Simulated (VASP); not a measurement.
# SnO2 (Pnnm) in VASP: single point with LDA

Aim: the single point of SnO2 with LDA.

Program: VASP 6.6.1. These are calculated values, not measurements. Logs are shortened: lines on timing, memory, paths and dates and some standing lists are left out, and cuts for length are marked.

**1. The cell of the first run**

The structure is orthorhombic, space group Pnnm (No. 58). The conventional cell has a = 4.788 Å, b = 4.867 Å, c = 3.241 Å, α = 90.00°, β = 90.00°, γ = 90.00°. Within 2.8 Å of Sn (site symmetry 2/m) lie 6 O at 2.09 to 2.10 Å. O (site symmetry m) has 3 Sn at 2.09 to 2.10 Å and 1 O at 2.65 Å within 2.8 Å.

**2. Single point, LDA**

Contents of INCAR:

```
SYSTEM = SnO2
PREC = Accurate
ENCUT = 520
EDIFF = 1E-6
ISMEAR = 0
SIGMA = 0.05
LREAL = .False.
LASPH = .True.
NELM = 60
ALGO = Normal
ISIF = 2
LWAVE = .False.
LCHARG = .False.
NBANDS = 35
```

Contents of KPOINTS:

```
regular mesh
0
Gamma
  6 6 8
  0 0 0
```

Contents of POSCAR:

```
SnO2
1.0
    4.7880040000      0.0000000000      0.0000000000
    0.0000000000      4.8665820000      0.0000000000
    0.0000000000      0.0000000000      3.2408980000
Sn O
2 4
Direct
    0.5000000000      0.5000000000      0.5000000000
    0.0000000000      0.0000000000      0.0000000000
    0.2918550000      0.3210420000      0.0000000000
    0.7918550000      0.1789580000      0.5000000000
    0.2081450000      0.8210420000      0.5000000000
    0.7081450000      0.6789580000      0.0000000000
```

Potentials or basis: VASP PAW LDA potentials, release 64 (Sn_d, O).

Run with:

```bash
> cat potpaw_LDA.64/Sn_d/POTCAR potpaw_LDA.64/O/POTCAR > POTCAR
> mpirun -np 1 vasp_std > vasp.out
```

OUTCAR:

```text
SYSTEM = SnO2
   PREC = Accurate
   ENCUT = 520
   EDIFF = 1E-6
   ISMEAR = 0
   LREAL = .False.
   LASPH = .True.
   NELM = 60
   ISIF = 2

 ion  position               nearest neighbor table
   1  0.500  0.500  0.500-   3 2.09   6 2.09   3 2.09   6 2.09   5 2.10   4 2.10
   2  0.000  0.000  0.000-   4 2.09   5 2.09   4 2.09   5 2.09   3 2.10   6 2.10
   3  0.292  0.321  0.000-   1 2.09   1 2.09   2 2.10
   4  0.792  0.179  0.500-   2 2.09   2 2.09   1 2.10
   5  0.208  0.821  0.500-   2 2.09   2 2.09   1 2.10
   6  0.708  0.679  0.000-   1 2.09   1 2.09   2 2.10

  LATTYP: Found a simple orthorhombic cell.
 ALAT       =     3.2408980000
 B/A-ratio  =     1.4773695439
 C/A-ratio  =     1.5016152930

  Lattice vectors:

 A1 = (   0.0000000000,   0.0000000000,   3.2408980000)
 A2 = (   4.7880040000,   0.0000000000,   0.0000000000)
 A3 = (   0.0000000000,   4.8665820000,   0.0000000000)

Analysis of symmetry for initial positions (statically):
=====================================================================
 Subroutine PRICEL returns:
 Original cell was already a primitive cell.

 Routine SETGRP: Setting up the symmetry group for a
 simple orthorhombic supercell.

 Subroutine GETGRP returns: Found  8 space group operations
 (whereof  4 operations were pure point group operations)
 out of a pool of  8 trial point group operations.

The static configuration has the point symmetry C_2h.
 The point group associated with its full space group is D_2h.

Analysis of symmetry for dynamics (positions and initial velocities):
=====================================================================
 Subroutine PRICEL returns:
 Original cell was already a primitive cell.

 Routine SETGRP: Setting up the symmetry group for a
 simple orthorhombic supercell.

 Subroutine GETGRP returns: Found  8 space group operations
 (whereof  4 operations were pure point group operations)
 out of a pool of  8 trial point group operations.

The dynamic configuration has the point symmetry C_2h.
 The point group associated with its full space group is D_2h.

 Subroutine INISYM returns: Found  8 space group operations
 (whereof  4 operations are pure point group operations),
 and found     1 'primitive' translations

----------------------------------------------------------------------------------------

                                     Primitive cell

  volume of cell :      75.5169

  direct lattice vectors                    reciprocal lattice vectors
     4.788004000  0.000000000  0.000000000     0.208855298  0.000000000  0.000000000
     0.000000000  4.866582000  0.000000000     0.000000000  0.205483027  0.000000000
     0.000000000  0.000000000  3.240898000     0.000000000  0.000000000  0.308556456

  length of vectors
     4.788004000  4.866582000  3.240898000     0.208855298  0.205483027  0.308556456

  position of ions in fractional coordinates (direct lattice)
     0.500000000  0.500000000  0.500000000
     0.000000000  0.000000000  0.000000000
     0.291855000  0.321042000  0.000000000
     0.791855000  0.178958000  0.500000000
     0.208145000  0.821042000  0.500000000
     0.708145000  0.678958000  0.000000000

  ion indices of the primitive-cell ions
   primitive index   ion index
                 1           1
                 2           2
                 3           3
                 4           4
                 5           5
                 6           6

----------------------------------------------------------------------------------------

 KPOINTS: regular mesh

Automatic generation of k-mesh.
 Grid dimensions read from file:
 generate k-points for:    6    6    8

 Generating k-lattice:

  Cartesian coordinates                     Fractional coordinates (reciprocal lattice)
     0.034809216  0.000000000  0.000000000     0.166666667  0.000000000  0.000000000
     0.000000000  0.034247171  0.000000000     0.000000000  0.166666667  0.000000000
     0.000000000  0.000000000  0.038569557     0.000000000  0.000000000  0.125000000

  Length of vectors
     0.034809216  0.034247171  0.038569557

  Shift w.r.t. Gamma in fractional coordinates (k-lattice)
     0.000000000  0.000000000  0.000000000

 Subroutine IBZKPT returns following result:
 ===========================================

 Found     80 irreducible k-points:

 Following reciprocal coordinates:
            Coordinates               Weight
  0.000000  0.000000  0.000000      1.000000
  0.166667  0.000000  0.000000      2.000000
  0.333333  0.000000  0.000000      2.000000
  0.500000  0.000000  0.000000      1.000000
  0.000000  0.166667  0.000000      2.000000
  0.166667  0.166667  0.000000      4.000000
[... 16 lines left out ...]
  0.333333  0.166667  0.125000      8.000000
  0.500000  0.166667  0.125000      4.000000
 [... further k-points ...]
   k-points           NKPTS =     80   k-points in BZ     NKDIM =     80   number of bands    NBANDS=     35
   number of dos      NEDOS =    301   number of ions     NIONS =      6
   total plane-waves  NPLWV =  31104
   dimension x,y,z NGX =    36 NGY =   36 NGZ =   24
   dimension x,y,z NGXF=    72 NGYF=   72 NGZF=   48
   ions per type =               2   4
   NGX,Y,Z   is equivalent  to a cutoff of  12.50, 12.30, 12.31 a.u.
   NGXF,Y,Z  is equivalent  to a cutoff of  25.00, 24.60, 24.62 a.u.
 SYSTEM =  SnO2
   PREC   = accura    normal or accurate (medium, high low for compatibility)
   ISTART =      0    job   : 0-new  1-cont  2-samecut
   ICHARG =      2    charge: 1-file 2-atom 10-const
   ISPIN  =      1    spin polarized calculation?
   LNONCOLLINEAR =      F non collinear calculations
   LSORBIT =      F    spin-orbit coupling
   LASPH  =      T    aspherical Exc in radial PAW
   ENCUT  =  520.0 eV  38.22 Ry    6.18 a.u.   8.90  9.05  6.03*2*pi/ulx,y,z
   NELM   =     60;   NELMIN=  2; NELMDL= -5     # of ELM steps
   EDIFF  = 0.1E-05   stopping-criterion for ELM
   LREAL  =      F    real-space projection
   EDIFFG = 0.1E-04   stopping-criterion for IOM
   NSW    =      0    number of steps for IOM
   IBRION =     -1    ionic relax: 0-MD 1-quasi-New 2-CG
   NFREE  =      0    steps in history (QN), initial steepest desc. (CG)
   ISIF   =      2    stress and relaxation
   ISYM   =      2    0-nonsym 1-usesym 2-fastsym
   POTIM  = 0.5000    time-step for ionic-motion
   TEBEG  =    0.0;   TEEND  =   0.0 temperature during run
   PSTRESS=    0.0 pullay stress
   NELECT =      52.0000    total number of electrons
   NUPDOWN=      -1.0000    fix difference up-down
   EMIN   =  10.00;   EMAX   =-10.00  energy-range for DOS
   EFERMI =   0.00;   METHOD = LEGACY
   ISMEAR =     0;   SIGMA  =   0.05  broadening in eV -4-tet -1-fermi 0-gaus
   EFERMI_NEDOS =   21; number of points for ismear=-14 and -15
   IALGO  =     38    algorithm
   IMIX   =      4    mixing-type and parameters
     AMIX     =   0.40;   BMIX     =  1.00
     AMIX_MAG =   1.60;   BMIX_MAG =  1.00
  volume/ion in A,a.u.               =      12.59        84.94
  Fermi-wavevector in a.u.,A,eV,Ry     =   1.445644  2.731871 28.434627  2.089886
  Thomas-Fermi vector in A             =   2.563802
   LORBIT       =      0    0 simple, 1 ext, 2 COOP (PROOUT), +10 PAW based schemes
   GGA     = CA    functional components
   LHFCALC =     F    Hartree Fock is set to
   AEXX    =    0.0000 exact exchange contribution
   IVDW    =     0    specifies the selected vdW correction
   LEPSILON=     F    determine dielectric tensor
   LRPA    =     F    only Hartree local field effects (RPA)
 non-spin polarized calculation
 Gauss-broadening in eV      SIGMA  =   0.05
  energy-cutoff  :      520.00
  volume of cell :       75.52
 maximum number of plane-waves:      2064
 NGX is ok and might be reduce to    36
   NGX = 17   NGY = 19   NGZ = 13

 number of electron      51.9999997 magnetization

 Free energy of the ion-electron system (eV)
  ---------------------------------------------------
  ext. energy  EPLUGINS =         0.00000000
  ---------------------------------------------------
  free energy    TOTEN  =       -42.13496305 eV

  energy without entropy =      -42.13496305  energy(sigma->0) =      -42.13496305

 E-fermi :   5.4119     XC(G=0): -11.5228

 val. band max:        5.1302876269   @ k =   0.0000   0.0000   0.0000
 cond. band min:       5.8349268757   @ k =   0.0000   0.0000   0.0000
 fundamental gap:      0.7046392489
 Fermi energy:         5.4118941100

 k-point     1 :       0.0000    0.0000    0.0000
  band No.  band energies     occupation
      1     -15.6829      2.00000
      2     -15.0533      2.00000
      3     -14.8516      2.00000
      4     -14.8325      2.00000
      5     -14.8289      2.00000
      6     -14.7510      2.00000
[... 27 lines left out ...]
     34      16.6096      0.00000
     35      17.0101      0.00000

 k-point     2 :       0.1667    0.0000    0.0000
  band No.  band energies     occupation
      1     -15.6467      2.00000
      2     -15.0929      2.00000
      3     -14.8502      2.00000
      4     -14.8308      2.00000
      5     -14.8276      2.00000
      6     -14.7775      2.00000
[... 27 lines left out ...]
     34      16.6865      0.00000
     35      17.0680      0.00000

 k-point     3 :       0.3333    0.0000    0.0000
  band No.  band energies     occupation
      1     -15.5426      2.00000
      2     -15.2167      2.00000
      3     -14.8458      2.00000
      4     -14.8272      2.00000
      5     -14.8252      2.00000
      6     -14.8163      2.00000
[... 27 lines left out ...]
     34      17.0715      0.00000
     35      17.3042      0.00000

 k-point     4 :       0.5000    0.0000    0.0000
  band No.  band energies     occupation
      1     -15.3870      2.00000
      2     -15.3870      2.00000
      3     -14.8365      2.00000
      4     -14.8365      2.00000
      5     -14.8246      2.00000
      6     -14.8246      2.00000
[... 27 lines left out ...]
     34      16.9146      0.00000
     35      17.3519      0.00000

 k-point     5 :       0.0000    0.1667    0.0000
  band No.  band energies     occupation
      1     -15.6468      2.00000
      2     -15.0931      2.00000
      3     -14.8503      2.00000
      4     -14.8307      2.00000
      5     -14.8276      2.00000
      6     -14.7774      2.00000
[... 638 lines left out ...]
 k-point    22 :       0.1667    0.1667    0.1250
  band No.  band energies     occupation
      1     -15.5602      2.00000
      2     -15.1057      2.00000
      3     -14.9448      2.00000
      4     -14.9276      2.00000
      5     -14.8204      2.00000
      6     -14.7645      2.00000
[... 27 lines left out ...]
     34      16.7412      0.00000
     35      17.0210      0.00000

 k-point    23 :       0.3333    0.1667    0.1250
  band No.  band energies     occupation
      1     -15.4830      2.00000
      2     -15.2252      2.00000
      3     -14.9427      2.00000
      4     -14.9306      2.00000
      5     -14.8115      2.00000
      6     -14.7770      2.00000
[... 27 lines left out ...]
     34      17.0251      0.00000
     35      17.2296      0.00000

 k-point    24 :       0.5000    0.1667    0.1250
  band No.  band energies     occupation
      1     -15.3641      2.00000
      2     -15.3641      2.00000
      3     -14.9372      2.00000
      4     -14.9372      2.00000
      5     -14.7953      2.00000
      6     -14.7953      2.00000
[... 27 lines left out ...]
     34      16.7939      0.00000
     35      17.3464      0.00000

 [... further k-points ...]
[... 5 lines left out ...]
  --------------------------------------------------------------------------------------
  -------------------------------------------------------------------------------------
  Total       -4.5915803     -4.7242556     -5.3803922      0.0000000      0.0000000      0.0000000
  in kB      -97.4156779   -100.2305377   -114.1512325      0.0000000      0.0000000      0.0000000
  external PRESSURE =    -103.9324827 kB  Pullay stress =       0.0000000 kB

 VOLUME and BASIS-vectors are now :
 -----------------------------------------------------------------------------
  energy-cutoff  :      520.00
  volume of cell :       75.52
      direct lattice vectors                 reciprocal lattice vectors
     4.788004000  0.000000000  0.000000000     0.208855298  0.000000000  0.000000000
     0.000000000  4.866582000  0.000000000     0.000000000  0.205483027  0.000000000
     0.000000000  0.000000000  3.240898000     0.000000000  0.000000000  0.308556456

 POSITION                                       TOTAL-FORCE (eV/Angst)
 -----------------------------------------------------------------------------------
      2.39400      2.43329      1.62045        -0.000000      0.000000      0.000000
      0.00000      0.00000      0.00000        -0.000000      0.000000      0.000000
      1.39740      1.56238      0.00000         0.151464     -0.004157      0.000000
      3.79140      0.87091      1.62045         0.151464      0.004157      0.000000
      0.99660      3.99567      1.62045        -0.151464     -0.004157      0.000000
      3.39060      3.30420      0.00000        -0.151464      0.004157      0.000000
 -----------------------------------------------------------------------------------
    total drift:                                0.000000      0.000000      0.000000

  FREE ENERGIE OF THE ION-ELECTRON SYSTEM (eV)
  ---------------------------------------------------
  free  energy   TOTEN  =       -42.1349630536 eV

  energy  without entropy=      -42.1349630536  energy(sigma->0) =      -42.13496305
```

Run time: 2.5 min. Hardware: 1 thread of AMD EPYC 7R13 (Zen 3), shared host; peak memory 0.24 GiB.

What came out:

```yaml
Free_energy: -42.1350 eV
Pressure: -10.4 GPa
Largest_force: 0.152 eV/Å
Band_gap_on_the_k_mesh: 0.70 eV, direct
```

Forces on the atoms (eV/Å):
```
Sn   0.000  0.000  0.000
Sn   0.000  0.000  0.000
O    0.151 -0.004  0.000
O    0.151  0.004  0.000
O   -0.151 -0.004  0.000
O   -0.151  0.004  0.000
```

Levels at points of the mesh, in eV from the valence-band top:
| k point | band 22 | band 23 | band 24 | band 25 | band 26 | band 27 | band 28 | band 29 | band 30 | band 31 |
| --- | --- | --- | --- | --- | --- | --- | --- | --- | --- | --- |
| (0.00, 0.00, 0.00) | -1.20 | -1.16 | -0.64 | -0.63 | 0.00 | 0.70 | 5.53 | 5.84 | 6.00 | 9.91 |
| (0.50, 0.00, 0.00) | -1.74 | -1.14 | -1.14 | -0.44 | -0.44 | 3.73 | 3.73 | 6.41 | 6.41 | 10.30 |
| (0.00, 0.50, 0.00) | -1.92 | -1.13 | -1.13 | -0.57 | -0.57 | 3.89 | 3.89 | 6.86 | 6.86 | 10.12 |
| (0.50, 0.50, 0.00) | -1.83 | -1.26 | -1.26 | -0.73 | -0.73 | 4.20 | 4.20 | 6.99 | 6.99 | 10.28 |
| (0.00, 0.00, 0.50) | -2.55 | -1.47 | -1.47 | -1.05 | -1.05 | 5.47 | 5.47 | 9.17 | 9.17 | 10.03 |
| (0.50, 0.00, 0.50) | -1.74 | -0.83 | -0.83 | -0.73 | -0.73 | 5.77 | 5.77 | 7.57 | 7.57 | 10.15 |
| (0.00, 0.50, 0.50) | -1.44 | -1.04 | -1.04 | -0.62 | -0.62 | 5.67 | 5.67 | 7.35 | 7.35 | 10.60 |
| (0.50, 0.50, 0.50) | -2.38 | -0.85 | -0.85 | -0.66 | -0.66 | 4.25 | 4.25 | 8.41 | 8.41 | 10.38 |

Caveat: spin-orbit coupling is left out, which moves the levels of the heavy elements. LDA gaps usually lie below the measured ones, often by a third to a half.
